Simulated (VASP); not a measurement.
Wanted: the native input for a VASP 6.6.1 run.

* Task: single point
* Functional: LDA
* Potentials or basis: VASP PAW LDA potentials, release 64 (Li_sv, H, S, O)
* Cutoff: 520 eV
* k mesh: 2 × 1 × 1
* Occupations: fermi-dirac, width 0.05 eV
* Spin: no spin polarisation
* Dipole correction: no
* Further INCAR settings: LREAL = Auto; ALGO = Normal; EDIFF = 1e-06; NBANDS = 88

The structure of LiHSO4 lies in POSCAR:

```
LiHSO4
1.0
    5.3414780000      0.0000000000      0.0000000000
    0.0000000000      7.3736770000      0.0000000000
   -0.0226800000      0.0000000000      8.5596560000
Li H S O
4 4 4 16
Direct
    0.4752145164      0.3156362830      0.0373846799
    0.4321942991      0.8136374837      0.5227663355
    0.5083923416      0.7360099988      0.9817684262
    0.5134519765      0.1846704161      0.5111303538
    0.8696846041      0.5940048635      0.7804752901
    0.1244062392      0.1373805769      0.7236856247
    0.0986358225      0.3862387788      0.2231514911
    0.9008687347      0.8760351179      0.2808874562
    0.2220451683      0.4685993162      0.7296905390
    0.7884483024      0.9654884530      0.7442355160
    0.7457133362      0.5395137324      0.2915070419
    0.2576063885      0.0321684826      0.2292265016
    0.3611566281      0.4786350148      0.8778740641
    0.6329947471      0.9746833229      0.6052696510
    0.6172243273      0.5231582561      0.1406598583
    0.3339797132      0.0116359857      0.3900039908
    0.2441583446      0.2730930579      0.6731228451
    0.7648445857      0.7716096054      0.8069015858
    0.7360747001      0.7191120522      0.3539160920
    0.2485836952      0.2278510437      0.1897856643
    0.2805537538      0.6078649770      0.6204454945
    0.6926789902      0.0887616857      0.8655020716
    0.6486663255      0.4083580010      0.4072710399
    0.4214165359      0.9253592204      0.1228904526
    0.9568118956      0.4757192375      0.7623320376
    0.0558800860      1.0061601559      0.7090939169
    0.0134617964      0.5095422542      0.2559915959
    0.9949445132     -0.0344197339      0.2060947309
```

One way to write it, as run:

INCAR

```
PREC     = Accurate       # precision mode
ENCUT    = 520            # plane-wave cutoff, eV
EDIFF    = 1E-6           # SCF threshold, eV
ISMEAR   = -1             # smearing method
SIGMA    = 0.05           # smearing width, eV
LREAL    = Auto         
LASPH    = True           # aspherical terms in the spheres
NELM     = 80             # most SCF steps
ALGO     = Normal         # electronic algorithm
ISIF     = 2              # what is computed and relaxed
LWAVE    = False          # write WAVECAR
LCHARG   = True           # write CHGCAR
LELF     = True           # ELF
LVHAR    = True         
NBANDS   = 88             # bands
```

KPOINTS

```
Automatic mesh
0
Gamma
  2 1 1
```

Potentials or basis: VASP PAW LDA potentials, release 64 (Li_sv, H, S, O).

Run with:

```sh
$ cat potpaw_LDA.64/Li_sv/POTCAR potpaw_LDA.64/H/POTCAR potpaw_LDA.64/S/POTCAR potpaw_LDA.64/O/POTCAR > POTCAR
$ mpirun -np 1 vasp_std > vasp.out
```

It gave:

```yaml
Largest_force: 4.723 eV/Å
Band_gap_on_the_k_mesh: 5.40 eV, direct
```

Caveat: the k points lie up to 0.85 Å⁻¹ apart; forces of over 1 eV/Å act on the atoms, so gaps and moduli don't describe the material at rest.

Run time: 50 s on 1 thread of Intel(R) Xeon(R) 6975P-C (Granite Rapids) (shared host), peak memory 0.3 GiB.
